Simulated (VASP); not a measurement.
# Mg2Sn (Fm-3m) in VASP: notebook

The runs below take Mg2Sn through single point, with PBEsol, HSE06, PBE-based global hybrid with 5 % exact exchange, PBE-based screened hybrid with 100 % exact exchange.

Everything below comes from runs of VASP 6.6.1. Logs are shortened: lines on timing, memory, paths and dates and some standing lists are left out, and cuts for length are marked.

## Step 1: The cell of the first run

The structure is cubic, space group Fm-3m (No. 225). Conventional cell: a = 6.760 Å, b = 6.760 Å, c = 6.760 Å, α = 90.00°, β = 90.00°, γ = 90.00°. Within 3.9 Å of Sn (site symmetry m-3m) lie 8 Mg at 2.93 Å. Mg (site symmetry -43m) has 4 Sn at 2.93 Å and 6 Mg at 3.38 Å within 3.9 Å.

## Step 2: Single point, PBEsol

File INCAR:

```
SYSTEM = Mg2Sn
PREC = Accurate
ENCUT = 600
EDIFF = 1E-6
ISMEAR = -1
SIGMA = 0.02
LREAL = .False.
LASPH = .True.
NELM = 120
ALGO = Normal
ISIF = 2
LWAVE = .False.
LCHARG = .False.
GGA = PS
NBANDS = 16
GGA_COMPAT = .False.
```

File KPOINTS:

```
Automatic mesh
0
Gamma
  4 4 4
  0 0 0
```

File POSCAR:

```
Mg2Sn
1.0
    0.0000000000      3.3799352825      3.3799352825
    3.3799352825      0.0000000000      3.3799352825
    3.3799352825      3.3799352825      0.0000000000
Sn Mg
1 2
Direct
    0.0000000000      0.0000000000      0.0000000000
    0.2500000000      0.2500000000      0.2500000000
    0.7500000000      0.7500000000      0.7500000000
```

Potentials or basis: VASP PAW PBE potentials, release 64 (Sn_d, Mg).

Launch:

```bash
cat potpaw_PBE.64/Sn_d/POTCAR potpaw_PBE.64/Mg/POTCAR > POTCAR
mpirun -np 1 vasp_std > vasp.out
```

OUTCAR:

```text
SYSTEM = Mg2Sn
   PREC = Accurate
   ENCUT = 600
   EDIFF = 1E-6
   ISMEAR = -1
   LREAL = .False.
   LASPH = .True.
   NELM = 120
   ISIF = 2
   GGA = PS

 ion  position               nearest neighbor table
   1  0.000  0.000  0.000-   3 2.93   3 2.93   3 2.93   2 2.93   3 2.93   2 2.93   2 2.93   2 2.93

   2  0.250  0.250  0.250-   1 2.93   1 2.93   1 2.93   1 2.93   3 3.38   3 3.38   3 3.38   3 3.38
                             3 3.38   3 3.38
   3  0.750  0.750  0.750-   1 2.93   1 2.93   1 2.93   1 2.93   2 3.38   2 3.38   2 3.38   2 3.38
                             2 3.38   2 3.38

  LATTYP: Found a face centered cubic cell.
 ALAT       =     6.7598705650

  Lattice vectors:

 A1 = (   0.0000000000,   3.3799352825,   3.3799352825)
 A2 = (   3.3799352825,   0.0000000000,   3.3799352825)
 A3 = (   3.3799352825,   3.3799352825,   0.0000000000)

Analysis of symmetry for initial positions (statically):
=====================================================================
 Subroutine PRICEL returns:
 Original cell was already a primitive cell.

 Routine SETGRP: Setting up the symmetry group for a
 face centered cubic supercell.

 Subroutine GETGRP returns: Found 48 space group operations
 (whereof 48 operations were pure point group operations)
 out of a pool of 48 trial point group operations.

The static configuration has the point symmetry O_h .

Analysis of symmetry for dynamics (positions and initial velocities):
=====================================================================
 Subroutine PRICEL returns:
 Original cell was already a primitive cell.

 Routine SETGRP: Setting up the symmetry group for a
 face centered cubic supercell.

 Subroutine GETGRP returns: Found 48 space group operations
 (whereof 48 operations were pure point group operations)
 out of a pool of 48 trial point group operations.

The dynamic configuration has the point symmetry O_h .

 Subroutine INISYM returns: Found 48 space group operations
 (whereof 48 operations are pure point group operations),
 and found     1 'primitive' translations

----------------------------------------------------------------------------------------

                                     Primitive cell

  volume of cell :      77.2245
[... 70 lines left out ...]
   LSORBIT =      F    spin-orbit coupling
   LASPH  =      T    aspherical Exc in radial PAW
   ENCUT  =  600.0 eV  44.10 Ry    6.64 a.u.   9.55  9.55  9.55*2*pi/ulx,y,z
   NELM   =    120;   NELMIN=  2; NELMDL= -5     # of ELM steps
   EDIFF  = 0.1E-05   stopping-criterion for ELM
   LREAL  =      F    real-space projection
   EDIFFG = 0.1E-04   stopping-criterion for IOM
   NSW    =      0    number of steps for IOM
   IBRION =     -1    ionic relax: 0-MD 1-quasi-New 2-CG
   NFREE  =      0    steps in history (QN), initial steepest desc. (CG)
   ISIF   =      2    stress and relaxation
   ISYM   =      2    0-nonsym 1-usesym 2-fastsym
   POTIM  = 0.5000    time-step for ionic-motion
   TEBEG  =    0.0;   TEEND  =   0.0 temperature during run
   PSTRESS=    0.0 pullay stress
   NELECT =      18.0000    total number of electrons
   NUPDOWN=      -1.0000    fix difference up-down
   EMIN   =  10.00;   EMAX   =-10.00  energy-range for DOS
   EFERMI =   0.00;   METHOD = LEGACY
   ISMEAR =    -1;   SIGMA  =   0.02  broadening in eV -4-tet -1-fermi 0-gaus
   EFERMI_NEDOS =   21; number of points for ismear=-14 and -15
   IALGO  =     38    algorithm
   IMIX   =      4    mixing-type and parameters
     AMIX     =   0.40;   BMIX     =  1.00
     AMIX_MAG =   1.60;   BMIX_MAG =  1.00
  volume/ion in A,a.u.               =      25.74       173.71
  Fermi-wavevector in a.u.,A,eV,Ry     =   1.007505  1.903909 13.810820  1.015067
  Thomas-Fermi vector in A             =   2.140314
   LORBIT       =      0    0 simple, 1 ext, 2 COOP (PROOUT), +10 PAW based schemes
   GGA     = PS    functional components
   LHFCALC =     F    Hartree Fock is set to
   AEXX    =    0.0000 exact exchange contribution
   IVDW    =     0    specifies the selected vdW correction
   LEPSILON=     F    determine dielectric tensor
   LRPA    =     F    only Hartree local field effects (RPA)
 non-spin polarized calculation
  energy-cutoff  :      600.00
  volume of cell :       77.22
 maximum number of plane-waves:      2637
 NGX is ok and might be reduce to    40
   NGX = 19   NGY = 19   NGZ = 19

 number of electron      18.0000002 magnetization

 Free energy of the ion-electron system (eV)
  ---------------------------------------------------
  ext. energy  EPLUGINS =         0.00000000
  ---------------------------------------------------
  free energy    TOTEN  =        -8.14848302 eV

  energy without entropy =       -8.14791545  energy(sigma->0) =       -8.14819924

 E-fermi :   4.1347     XC(G=0):  -8.8525

 val. band max:        4.0681787754   @ k =   0.5000   0.5000   0.0000
 cond. band min:       4.2014014318   @ k =   0.0000   0.0000   0.0000
 fundamental gap:      0.1332226564
 Fermi energy:         4.1347141425

 k-point     1 :       0.0000    0.0000    0.0000
  band No.  band energies     occupation
      1     -16.6761      2.00000
      2     -16.6761      2.00000
      3     -16.6761      2.00000
      4     -16.6376      2.00000
      5     -16.6376      2.00000
      6      -4.9208      2.00000
[... 129 lines left out ...]
      3     -16.6692      2.00000
      4     -16.6385      2.00000
      5     -16.6358      2.00000
      6      -3.1218      2.00000
[... 8 lines left out ...]
     15      11.8926      0.00000
     16      12.5722      0.00000

------------------------ aborting loop because EDIFF is reached ----------------------------------------

  FORCE on cell =-STRESS in cart. coord.  units (eV):
  Direction    XX          YY          ZZ          XY          YZ          ZX
  --------------------------------------------------------------------------------------
  -------------------------------------------------------------------------------------
  Total       -0.0638999     -0.0638999     -0.0638999     -0.0000000     -0.0000000      0.0000000
  in kB       -1.3257315     -1.3257315     -1.3257315     -0.0000000     -0.0000000      0.0000000
  external PRESSURE =      -1.3257315 kB  Pullay stress =       0.0000000 kB

 VOLUME and BASIS-vectors are now :
 -----------------------------------------------------------------------------
  energy-cutoff  :      600.00
  volume of cell :       77.22
      direct lattice vectors                 reciprocal lattice vectors
     0.000000000  3.379935282  3.379935282    -0.147931827  0.147931827  0.147931827
     3.379935282  0.000000000  3.379935282     0.147931827 -0.147931827  0.147931827
     3.379935282  3.379935282  0.000000000     0.147931827  0.147931827 -0.147931827

 POSITION                                       TOTAL-FORCE (eV/Angst)
 -----------------------------------------------------------------------------------
      0.00000      0.00000      0.00000        -0.000000     -0.000000     -0.000000
      1.68997      1.68997      1.68997        -0.000000      0.000000     -0.000000
      5.06990      5.06990      5.06990         0.000000     -0.000000      0.000000
 -----------------------------------------------------------------------------------
    total drift:                               -0.000000      0.000000     -0.000000

  FREE ENERGIE OF THE ION-ELECTRON SYSTEM (eV)
  ---------------------------------------------------
  free  energy   TOTEN  =        -8.1484830224 eV

  energy  without entropy=       -8.1479154491  energy(sigma->0) =       -8.14819924
```

stdout:

```text
POSCAR found type information on POSCAR SnMg
 POSCAR found :  2 types and       3 ions
 scaLAPACK will be used
 -----------------------------------------------------------------------------
|                                                                             |
|                                                                             |
|     You enforced a specific xc type in the INCAR file but a different       |
|     I HOPE YOU KNOW WHAT YOU ARE DOING!                                     |
|                                                                             |
 -----------------------------------------------------------------------------

 LDA part: xc-table for (Slater+PW92), standard interpolation
 POSCAR, INCAR and KPOINTS ok, starting setup
 FFT: planning ... GRIDC
 FFT: planning ... GRID_SOFT
 FFT: planning ... GRID
 WAVECAR not read
 entering main loop
```

Run time: 15 s. Hardware: 1 thread of AMD EPYC 7R43 (Zen 3), shared host; peak memory 0.2 GiB.

Results:

| Item | Value |
| --- | --- |
| Free energy | -8.1485 eV |
| Pressure | -0.1 GPa |
| Band gap on the k mesh | zero (bands 9 and 10 overlap by 0.13 eV) |

Caveat: the k points lie up to 0.40 Å⁻¹ apart; the PAW data sets were made with another functional, which shifts forces and pressure a little; spin-orbit coupling is left out, which moves the levels of the heavy elements.

## Step 3: Single point, HSE06

POSCAR is that of step 2.

File INCAR.step1:

```
ALGO     = Normal         # electronic algorithm
EDIFF    = 1E-5           # SCF threshold, eV
ENCUT    = 520            # plane-wave cutoff, eV
GGA      = PE             # functional
GGA_COMPAT= F            
ISIF     = 2              # what is computed and relaxed
ISMEAR   = -1             # smearing method
LASPH    = T              # aspherical terms in the spheres
LCHARG   = F              # write CHGCAR
LREAL    = F              # projectors in reciprocal space
LWAVE    = T              # write WAVECAR
NBANDS   = 16             # bands
NELM     = 120            # most SCF steps
PREC     = Accurate       # precision mode
SIGMA    = 0.02           # smearing width, eV
```

File INCAR.step2:

```
ALGO     = Normal         # electronic algorithm
EDIFF    = 1E-6           # SCF threshold, eV
ENCUT    = 520            # plane-wave cutoff, eV
GGA      = PE             # functional
GGA_COMPAT= F            
HFSCREEN = 0.2079         # screening, 1/A
ISIF     = 2              # what is computed and relaxed
ISMEAR   = -1             # smearing method
ISTART   = 1            
LASPH    = T              # aspherical terms in the spheres
LCHARG   = F              # write CHGCAR
LHFCALC  = T              # exact exchange
LREAL    = F              # projectors in reciprocal space
LWAVE    = F              # write WAVECAR
NBANDS   = 16             # bands
NELM     = 120            # most SCF steps
PREC     = Accurate       # precision mode
PRECFOCK = Normal       
SIGMA    = 0.02           # smearing width, eV
```

File KPOINTS:

```
k-points
0
Gamma
  4 4 4
```

Potentials or basis: VASP PAW PBE potentials, release 64 (Sn_d, Mg).

Launch:

```bash
cat potpaw_PBE.64/Sn_d/POTCAR potpaw_PBE.64/Mg/POTCAR > POTCAR
cp INCAR.step1 INCAR
mpirun -np 1 vasp_std > vasp.out
cp INCAR.step2 INCAR
mpirun -np 1 vasp_std > vasp.out
```

It took 10 min on 1 thread of AMD EPYC 7R43 (Zen 3), shared host; peak memory 0.28 GiB.

It converged, with:

- Free energy: -8.1358 eV
- Pressure: -0.1 GPa

Levels at points of the mesh, in eV from the Fermi level:
```tsv
k point	band 6	band 7	band 8	band 9	band 10	band 11	band 12	band 13
(0.00, 0.00, 0.00)	-10.21	-0.09	-0.09	-0.09	1.98	2.50	2.50	2.50
(0.50, 0.00, 0.00)	-8.75	-5.43	-1.01	-1.01	1.06	2.58	2.58	4.46
(0.50, 0.50, 0.00)	-8.15	-5.18	-2.43	-2.43	0.09	0.40	7.98	7.98
```

Caveat: the k points lie up to 0.40 Å⁻¹ apart; the PAW data sets were made with another functional, which shifts forces and pressure a little; spin-orbit coupling is left out, which moves the levels of the heavy elements.

## Step 4: Single point, PBE-based global hybrid with 5 % exact exchange

POSCAR is that of step 3.

File INCAR.step1:

```
PREC = Accurate
ENCUT = 520
EDIFF = 1E-5
ISMEAR = -1
SIGMA = 0.02
LREAL = F
LASPH = T
NELM = 120
ALGO = Normal
ISIF = 2
LWAVE = T
LCHARG = F
NBANDS = 16
GGA = PE
GGA_COMPAT = F
```

File INCAR.step2:

```
PREC = Accurate
ENCUT = 520
EDIFF = 1E-6
ISMEAR = -1
SIGMA = 0.02
LREAL = F
LASPH = T
NELM = 120
ALGO = Normal
ISIF = 2
LWAVE = F
LCHARG = F
GGA = PE
LHFCALC = T
AEXX = 0.05
PRECFOCK = Normal
NBANDS = 16
ISTART = 1
GGA_COMPAT = F
```

File KPOINTS:

```
regular mesh
0
Gamma
  4 4 4
```

Potentials or basis: VASP PAW PBE potentials, release 64 (Sn_d, Mg).

Launch:

```bash
cat potpaw_PBE.64/Sn_d/POTCAR potpaw_PBE.64/Mg/POTCAR > POTCAR
cp INCAR.step1 INCAR
mpirun -np 1 vasp_std > vasp.out
cp INCAR.step2 INCAR
mpirun -np 1 vasp_std > vasp.out
```

OUTCAR:

```text
PREC = Accurate
   ENCUT = 520
   EDIFF = 1E-6
   ISMEAR = -1
   LREAL = F
   LASPH = T
   NELM = 120
   ISIF = 2
   GGA = PE
   LHFCALC = T
   AEXX = 0.05
   PRECFOCK = Normal
   ISTART = 1

 ion  position               nearest neighbor table
   1  0.000  0.000  0.000-   3 2.93   3 2.93   3 2.93   2 2.93   3 2.93   2 2.93   2 2.93   2 2.93

[... 340 lines left out ...]

  FORCE on cell =-STRESS in cart. coord.  units (eV):
  Direction    XX          YY          ZZ          XY          YZ          ZX
  --------------------------------------------------------------------------------------
  -------------------------------------------------------------------------------------
  Total        0.4044271      0.4044271      0.4044271     -0.0000000     -0.0000000     -0.0000000
  in kB        8.3906522      8.3906522      8.3906522     -0.0000000     -0.0000000     -0.0000000
  external PRESSURE =       8.3906522 kB  Pullay stress =       0.0000000 kB

 VOLUME and BASIS-vectors are now :
 -----------------------------------------------------------------------------
  energy-cutoff  :      520.00
  volume of cell :       77.22
      direct lattice vectors                 reciprocal lattice vectors
     0.000000000  3.379935282  3.379935282    -0.147931827  0.147931827  0.147931827
     3.379935282  0.000000000  3.379935282     0.147931827 -0.147931827  0.147931827
     3.379935282  3.379935282  0.000000000     0.147931827  0.147931827 -0.147931827

 POSITION                                       TOTAL-FORCE (eV/Angst)
 -----------------------------------------------------------------------------------
      0.00000      0.00000      0.00000         0.000000     -0.000000     -0.000000
      1.68997      1.68997      1.68997         0.000000      0.000000     -0.000000
      5.06990      5.06990      5.06990        -0.000000      0.000000      0.000000
 -----------------------------------------------------------------------------------
    total drift:                               -0.000000     -0.000000     -0.000000

  FREE ENERGIE OF THE ION-ELECTRON SYSTEM (eV)
  ---------------------------------------------------
  free  energy   TOTEN  =        -7.5240466486 eV

  energy  without entropy=       -7.5239072340  energy(sigma->0) =       -7.52397694
```

OUTCAR.step1:

```text
PREC = Accurate
   ENCUT = 520
   EDIFF = 1E-5
   ISMEAR = -1
   LREAL = F
   LASPH = T
[... 359 lines left out ...]
      0.00000      0.00000      0.00000        -0.000000     -0.000000      0.000000
      1.68997      1.68997      1.68997        -0.000000     -0.000000      0.000000
      5.06990      5.06990      5.06990         0.000000      0.000000     -0.000000
 -----------------------------------------------------------------------------------
    total drift:                               -0.000000      0.000000     -0.000000

  FREE ENERGIE OF THE ION-ELECTRON SYSTEM (eV)
  ---------------------------------------------------
  free  energy   TOTEN  =        -7.2475499294 eV

  energy  without entropy=       -7.2472437890  energy(sigma->0) =       -7.24739686
```

It took 7.6 min on 1 thread of AMD EPYC 7R43 (Zen 3), shared host; peak memory 0.19 GiB.

Results:

```
Free energy            : -7.5240 eV
Pressure               : 0.8 GPa
Band gap on the k mesh : zero (bands 9 and 10 overlap by 0.20 eV)
```

Caveat: the k points lie up to 0.40 Å⁻¹ apart; the PAW data sets were made with another functional, which shifts forces and pressure a little; spin-orbit coupling is left out, which moves the levels of the heavy elements.

(Part 1 of 2 ends here.)
